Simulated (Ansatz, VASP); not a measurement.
One calculation of BAs, two programs

```xyz
2
Lattice="0.0000 2.4558 2.2594 2.4558 0.0000 2.2594 2.4558 2.4558 0.0000" Properties=species:S:1:pos:R:3 pbc="T T T"
B     0.0000    0.0000    0.0000
As    3.6837    3.6837    3.3890
```

Alike in both runs: task single point; functional LDA; k mesh 12 × 12 × 12; occupations fermi-dirac, width 0.2 eV; no spin polarisation.

|  | VASP | Ansatz |
| --- | --- | --- |
| version | VASP 6.6.1 | Ansatz 0.2.0 |
| potentials or method | VASP PAW LDA potentials, release 64 (B, As), cutoff 520 eV | scalar-relativistic, plane waves, PAW |
| valence electrons in the cell | 8 | 18 |

|  | VASP | Ansatz | Ansatz less VASP |
| --- | --- | --- | --- |
| gap on the k mesh at the Fermi level (eV) | none | none | - |
| pressure (GPa) | -3.2 | -4.0 | -0.83 |
| traceless stress, the component that is largest in VASP (GPa) | 9.71 | 9.78 | +0.069 |

LDA's correlation is that of Perdew and Zunger in VASP and of Perdew and Wang (1992) in Ansatz. A gap of «none» marks a metal or a gap that the smearing closes. VASP's potentials hold 8 valence electrons a cell and Ansatz's 18, so a difference there can come from the potentials and not from the codes.
